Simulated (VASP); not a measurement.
# BaF2 (Fm-3m) in VASP: settings compared

The runs below take BaF2 through single point, with PBEsol, PBE.

All numbers are computed with VASP 6.6.1; they aren't measurements. Logs are shortened: lines on timing, memory, paths and dates and some standing lists are left out, and cuts for length are marked.

## Step 1: The cell of the first run

Symmetry: Fm-3m, No. 225, cubic system. The conventional cell has a = 6.369 Å, b = 6.369 Å, c = 6.369 Å, α = 90.00°, β = 90.00°, γ = 90.00°. Within 3.6 Å of Ba (site symmetry m-3m) lie 8 F at 2.76 Å. Within 3.6 Å of F (site symmetry -43m) lie 4 Ba at 2.76 Å and 6 F at 3.18 Å.

## Step 2: Single point, PBEsol

Input file INCAR:

```
SYSTEM = BaF2
PREC = Accurate
ENCUT = 600
EDIFF = 1E-6
ISMEAR = 0
SIGMA = 0.02
LREAL = .FALSE.
LASPH = .TRUE.
NELM = 120
ALGO = Normal
ISIF = 2
LWAVE = .FALSE.
LCHARG = .FALSE.
GGA = PS
NBANDS = 19
GGA_COMPAT = .FALSE.
```

Input file KPOINTS:

```
regular mesh
0
G
  6 6 6
  0 0 0
```

Input file POSCAR:

```
BaF2
1.0
    0.0000000000      3.1842518180      3.1842518180
    3.1842518180      0.0000000000      3.1842518180
    3.1842518180      3.1842518180      0.0000000000
Ba F
1 2
Direct
    0.0000000000      0.0000000000      0.0000000000
    0.2500000000      0.2500000000      0.2500000000
    0.7500000000      0.7500000000      0.7500000000
```

Potentials or basis: VASP PAW PBE potentials, release 64 (Ba_sv, F).

The run is started by

```bash
> cat potpaw_PBE.64/Ba_sv/POTCAR potpaw_PBE.64/F/POTCAR > POTCAR
> mpirun -np 1 vasp_std > vasp.out
```

OUTCAR:

```text
SYSTEM = BaF2
   PREC = Accurate
   ENCUT = 600
   EDIFF = 1E-6
   ISMEAR = 0
   LREAL = .FALSE.
   LASPH = .TRUE.
   NELM = 120
   ISIF = 2
   GGA = PS

 ion  position               nearest neighbor table
   1  0.000  0.000  0.000-   3 2.76   3 2.76   3 2.76   2 2.76   3 2.76   2 2.76   2 2.76   2 2.76

   2  0.250  0.250  0.250-   1 2.76   1 2.76   1 2.76   1 2.76
   3  0.750  0.750  0.750-   1 2.76   1 2.76   1 2.76   1 2.76

  LATTYP: Found a face centered cubic cell.
 ALAT       =     6.3685036360

  Lattice vectors:

 A1 = (   0.0000000000,   3.1842518180,   3.1842518180)
 A2 = (   3.1842518180,   0.0000000000,   3.1842518180)
 A3 = (   3.1842518180,   3.1842518180,   0.0000000000)

Analysis of symmetry for initial positions (statically):
=====================================================================
 Subroutine PRICEL returns:
 Original cell was already a primitive cell.

 Routine SETGRP: Setting up the symmetry group for a
 face centered cubic supercell.

 Subroutine GETGRP returns: Found 48 space group operations
 (whereof 48 operations were pure point group operations)
 out of a pool of 48 trial point group operations.

The static configuration has the point symmetry O_h .

Analysis of symmetry for dynamics (positions and initial velocities):
=====================================================================
 Subroutine PRICEL returns:
 Original cell was already a primitive cell.

 Routine SETGRP: Setting up the symmetry group for a
 face centered cubic supercell.

 Subroutine GETGRP returns: Found 48 space group operations
 (whereof 48 operations were pure point group operations)
 out of a pool of 48 trial point group operations.

The dynamic configuration has the point symmetry O_h .

 Subroutine INISYM returns: Found 48 space group operations
 (whereof 48 operations are pure point group operations),
 and found     1 'primitive' translations

----------------------------------------------------------------------------------------

                                     Primitive cell

  volume of cell :      64.5732

  direct lattice vectors                    reciprocal lattice vectors
     0.000000000  3.184251818  3.184251818    -0.157022757  0.157022757  0.157022757
     3.184251818  0.000000000  3.184251818     0.157022757 -0.157022757  0.157022757
     3.184251818  3.184251818  0.000000000     0.157022757  0.157022757 -0.157022757

  length of vectors
     4.503212107  4.503212107  4.503212107     0.271971393  0.271971393  0.271971393

  position of ions in fractional coordinates (direct lattice)
     0.000000000  0.000000000  0.000000000
     0.250000000  0.250000000  0.250000000
     0.750000000  0.750000000  0.750000000

  ion indices of the primitive-cell ions
   primitive index   ion index
                 1           1
                 2           2
                 3           3

----------------------------------------------------------------------------------------

 KPOINTS: regular mesh

Automatic generation of k-mesh.
 Grid dimensions read from file:
 generate k-points for:    6    6    6

 Generating k-lattice:

  Cartesian coordinates                     Fractional coordinates (reciprocal lattice)
    -0.026170460  0.026170460  0.026170460     0.166666667  0.000000000  0.000000000
     0.026170460 -0.026170460  0.026170460     0.000000000  0.166666667  0.000000000
     0.026170460  0.026170460 -0.026170460     0.000000000  0.000000000  0.166666667

  Length of vectors
     0.045328566  0.045328566  0.045328566

  Shift w.r.t. Gamma in fractional coordinates (k-lattice)
     0.000000000  0.000000000  0.000000000

 Subroutine IBZKPT returns following result:
 ===========================================

 Found     16 irreducible k-points:

 Following reciprocal coordinates:
            Coordinates               Weight
  0.000000  0.000000  0.000000      1.000000
  0.166667  0.000000  0.000000      8.000000
  0.333333  0.000000  0.000000      8.000000
  0.500000  0.000000  0.000000      4.000000
  0.166667  0.166667  0.000000      6.000000
  0.333333  0.166667  0.000000     24.000000
[... 8 lines left out ...]
 -0.333333  0.333333  0.166667     24.000000
 -0.333333  0.500000  0.166667     12.000000
   k-points           NKPTS =     16   k-points in BZ     NKDIM =     16   number of bands    NBANDS=     19
   number of dos      NEDOS =    301   number of ions     NIONS =      3
   total plane-waves  NPLWV =  46656
   dimension x,y,z NGX =    36 NGY =   36 NGZ =   36
   dimension x,y,z NGXF=    72 NGYF=   72 NGZF=   72
   ions per type =               1   2
   NGX,Y,Z   is equivalent  to a cutoff of  13.29, 13.29, 13.29 a.u.
   NGXF,Y,Z  is equivalent  to a cutoff of  26.58, 26.58, 26.58 a.u.
 SYSTEM =  BaF2
   PREC   = accura    normal or accurate (medium, high low for compatibility)
   ISTART =      0    job   : 0-new  1-cont  2-samecut
   ICHARG =      2    charge: 1-file 2-atom 10-const
   ISPIN  =      1    spin polarized calculation?
   LNONCOLLINEAR =      F non collinear calculations
   LSORBIT =      F    spin-orbit coupling
   LASPH  =      T    aspherical Exc in radial PAW
   ENCUT  =  600.0 eV  44.10 Ry    6.64 a.u.   8.99  8.99  8.99*2*pi/ulx,y,z
   NELM   =    120;   NELMIN=  2; NELMDL= -5     # of ELM steps
   EDIFF  = 0.1E-05   stopping-criterion for ELM
   LREAL  =      F    real-space projection
   EDIFFG = 0.1E-04   stopping-criterion for IOM
   NSW    =      0    number of steps for IOM
   IBRION =     -1    ionic relax: 0-MD 1-quasi-New 2-CG
   NFREE  =      0    steps in history (QN), initial steepest desc. (CG)
   ISIF   =      2    stress and relaxation
   ISYM   =      2    0-nonsym 1-usesym 2-fastsym
   POTIM  = 0.5000    time-step for ionic-motion
   TEBEG  =    0.0;   TEEND  =   0.0 temperature during run
   PSTRESS=    0.0 pullay stress
   NELECT =      24.0000    total number of electrons
   NUPDOWN=      -1.0000    fix difference up-down
   EMIN   =  10.00;   EMAX   =-10.00  energy-range for DOS
   EFERMI =   0.00;   METHOD = LEGACY
   ISMEAR =     0;   SIGMA  =   0.02  broadening in eV -4-tet -1-fermi 0-gaus
   EFERMI_NEDOS =   21; number of points for ismear=-14 and -15
   IALGO  =     38    algorithm
   IMIX   =      4    mixing-type and parameters
     AMIX     =   0.40;   BMIX     =  1.00
     AMIX_MAG =   1.60;   BMIX_MAG =  1.00
  volume/ion in A,a.u.               =      21.52       145.25
  Fermi-wavevector in a.u.,A,eV,Ry     =   1.177049  2.224300 18.850112  1.385444
  Thomas-Fermi vector in A             =   2.313402
   LORBIT       =      0    0 simple, 1 ext, 2 COOP (PROOUT), +10 PAW based schemes
   GGA     = PS    functional components
   LHFCALC =     F    Hartree Fock is set to
   AEXX    =    0.0000 exact exchange contribution
   IVDW    =     0    specifies the selected vdW correction
   LEPSILON=     F    determine dielectric tensor
   LRPA    =     F    only Hartree local field effects (RPA)
 non-spin polarized calculation
 Gauss-broadening in eV      SIGMA  =   0.02
  energy-cutoff  :      600.00
  volume of cell :       64.57
 maximum number of plane-waves:      2176
   NGX = 17   NGY = 17   NGZ = 17

 number of electron      24.0000008 magnetization

 Free energy of the ion-electron system (eV)
  ---------------------------------------------------
  ext. energy  EPLUGINS =         0.00000000
  ---------------------------------------------------
  free energy    TOTEN  =       -17.56662727 eV

  energy without entropy =      -17.56662727  energy(sigma->0) =      -17.56662727

 E-fermi :  -2.3682     XC(G=0):  -8.5326

 val. band max:       -2.4907067147   @ k =  -0.1667   0.1667   0.0000
 cond. band min:       3.8117372060   @ k =   0.0000   0.0000   0.0000
 fundamental gap:      6.3024439206
 Fermi energy:        -2.3682408144

 k-point     1 :       0.0000    0.0000    0.0000
  band No.  band energies     occupation
      1     -25.8138      2.00000
      2     -21.2171      2.00000
      3     -21.1804      2.00000
      4     -10.7293      2.00000
      5     -10.7293      2.00000
      6     -10.7293      2.00000
[... 11 lines left out ...]
     18       8.2099      0.00000
     19      12.3349      0.00000

 k-point     2 :       0.1667    0.0000    0.0000
  band No.  band energies     occupation
      1     -25.7825      2.00000
      2     -21.2562      2.00000
      3     -21.2008      2.00000
      4     -10.7648      2.00000
      5     -10.7593      2.00000
      6     -10.7593      2.00000
[... 11 lines left out ...]
     18       8.2415      0.00000
     19      11.2895      0.00000

 k-point     3 :       0.3333    0.0000    0.0000
  band No.  band energies     occupation
      1     -25.7179      2.00000
      2     -21.3350      2.00000
      3     -21.2434      2.00000
      4     -10.8276      2.00000
      5     -10.8175      2.00000
      6     -10.8175      2.00000
[... 11 lines left out ...]
     18       8.3485      0.00000
     19      10.2639      0.00000

 k-point     4 :       0.5000    0.0000    0.0000
  band No.  band energies     occupation
      1     -25.6846      2.00000
      2     -21.3759      2.00000
      3     -21.2644      2.00000
      4     -10.8554      2.00000
      5     -10.8458      2.00000
      6     -10.8458      2.00000
[... 231 lines left out ...]
     18       9.1848      0.00000
     19      11.1595      0.00000

 k-point    15 :      -0.3333    0.3333    0.1667
  band No.  band energies     occupation
      1     -25.6516      2.00000
      2     -21.3643      2.00000
      3     -21.3363      2.00000
      4     -10.9844      2.00000
      5     -10.8269      2.00000
      6     -10.8255      2.00000
[... 11 lines left out ...]
     18      10.2099      0.00000
     19      10.5526      0.00000

 k-point    16 :      -0.3333    0.5000    0.1667
  band No.  band energies     occupation
      1     -25.6404      2.00000
      2     -21.3990      2.00000
      3     -21.3212      2.00000
      4     -11.0253      2.00000
      5     -10.9176      2.00000
      6     -10.7203      2.00000
[... 11 lines left out ...]
     18      11.0555      0.00000
     19      11.1234      0.00000

------------------------ aborting loop because EDIFF is reached ----------------------------------------

  FORCE on cell =-STRESS in cart. coord.  units (eV):
  Direction    XX          YY          ZZ          XY          YZ          ZX
  --------------------------------------------------------------------------------------
  -------------------------------------------------------------------------------------
  Total       -1.8289235     -1.8289235     -1.8289235      0.0000000      0.0000000     -0.0000000
  in kB      -45.3788932    -45.3788932    -45.3788932      0.0000000      0.0000000     -0.0000000
  external PRESSURE =     -45.3788932 kB  Pullay stress =       0.0000000 kB

 VOLUME and BASIS-vectors are now :
 -----------------------------------------------------------------------------
  energy-cutoff  :      600.00
  volume of cell :       64.57
      direct lattice vectors                 reciprocal lattice vectors
     0.000000000  3.184251818  3.184251818    -0.157022757  0.157022757  0.157022757
     3.184251818  0.000000000  3.184251818     0.157022757 -0.157022757  0.157022757
     3.184251818  3.184251818  0.000000000     0.157022757  0.157022757 -0.157022757

 POSITION                                       TOTAL-FORCE (eV/Angst)
 -----------------------------------------------------------------------------------
      0.00000      0.00000      0.00000         0.000000      0.000000      0.000000
      1.59213      1.59213      1.59213         0.000000      0.000000     -0.000000
      4.77638      4.77638      4.77638        -0.000000     -0.000000      0.000000
 -----------------------------------------------------------------------------------
    total drift:                                0.000000      0.000000      0.000000

  FREE ENERGIE OF THE ION-ELECTRON SYSTEM (eV)
  ---------------------------------------------------
  free  energy   TOTEN  =       -17.5666272713 eV

  energy  without entropy=      -17.5666272713  energy(sigma->0) =      -17.56662727
```

Wall time 43 s (1 thread of Intel Xeon 8259CL, shared host); peak memory 0.21 GiB.

Results:

```yaml
Free_energy: -17.5666 eV
Pressure: -4.5 GPa
Band_gap_on_the_k_mesh: 6.30 eV (least direct gap 6.34 eV)
```

Levels at points of the mesh, in eV from the valence-band top:
```
           k point  band 8  band 9  band 10  band 11  band 12  band 13  band 14  band 15  band 16  band 17
(0.00, 0.00, 0.00)   -1.29   -1.29    -0.04    -0.04    -0.04     6.30     8.81     8.81    10.70    10.70
(0.50, 0.00, 0.00)   -0.92   -0.59    -0.34    -0.17    -0.17     8.54     8.80     8.80     9.39    10.92
(0.50, 0.50, 0.00)   -0.37   -0.37    -0.27    -0.27    -0.06     7.03     8.51    10.16    11.27    11.27
```

Caveat: the cell stands under tension; the PAW data sets were made with another functional, which shifts forces and pressure a little; spin-orbit coupling is left out, which moves the levels of the heavy elements. A k mesh can miss the band edges.

## Step 3: Single point, PBE, non-collinear spin, zero start, spin-orbit coupling

This run uses another cell than the first one, of 20.31 Å³/atom.

Input file INCAR:

```
SYSTEM = BaF2
  PREC = Accurate
  ENCUT = 600
  EDIFF = 1E-6
  ISMEAR = 0
  SIGMA = 0.02
  LREAL = .FALSE.
  LASPH = .TRUE.
  NELM = 200
  ALGO = Normal
  ISIF = 2
  LWAVE = .FALSE.
  LCHARG = .TRUE.
  MAGMOM = 0 0 0 0 0 0 0 0 0
  LORBIT = 11
  LSORBIT = .TRUE.
  GGA_COMPAT = .FALSE.
  LORBMOM = .TRUE.
  GGA = PE
  LVHAR = .TRUE.
  NBANDS = 37
```

KPOINTS is that of step 2.

Input file POSCAR:

```
BaF2
1.0
    0.0000000000      3.1230009549      3.1230009549
    3.1230009549      0.0000000000      3.1230009549
    3.1230009549      3.1230009549      0.0000000000
Ba F
1 2
Direct
    0.0000000000      0.0000000000      0.0000000000
    0.2500000000      0.2500000000      0.2500000000
    0.7500000000      0.7500000000      0.7500000000
```

Potentials or basis: VASP PAW PBE potentials, release 64 (Ba_sv, F).

The run is started by

```bash
> cat potpaw_PBE.64/Ba_sv/POTCAR potpaw_PBE.64/F/POTCAR > POTCAR
> mpirun -np 1 vasp_ncl > vasp.out
```

It took 3.1 min on 1 thread of Intel Xeon 8259CL, shared host; peak memory 0.41 GiB.

The run converged. Its results:

- Free energy: -17.3192 eV
- Pressure: 0.9 GPa
- Net moment: 0.00 μB per cell
- Valence electrons inside the program's atomic spheres: Ba 7.86; F 6.09

Moments on the atoms (μB; x, y, z):
```
Ba  0.00 0.00 0.00
F   0.00 0.00 0.00
F   0.00 0.00 0.00
```
